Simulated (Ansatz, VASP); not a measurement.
# ZrC: VASP beside Ansatz

```
Zr C
1.0
     0.00000    2.33458    2.40462
     2.33458    0.00000    2.40462
     2.33458    2.33458    0.00000
Zr C
1 1
Direct
  0.50000 0.50000 0.50000
  0.00000 0.00000 0.00000
```

Change from the starting cell: strain e3 = +0.03, atoms carried along.

Alike in both runs: task single point; functional PBEsol; k mesh 12 × 12 × 12; occupations gaussian, width 0.05 eV; no spin polarisation.

```csv
,VASP,Ansatz
version,VASP 6.6.1,Ansatz 0.2.0
potentials or method,"VASP PAW PBE potentials, release 64 (Zr_sv, C), cutoff 520 eV","scalar-relativistic, plane waves, PAW"
valence electrons in the cell,16,16
```

```tsv
	VASP	Ansatz	Ansatz less VASP
pressure (GPa)	-5.9	-6.2	-0.35
traceless stress, the component that is largest in VASP (GPa)	-6.57	-6.51	+0.058
```

VASP's potentials were made for PBE, not for PBEsol.
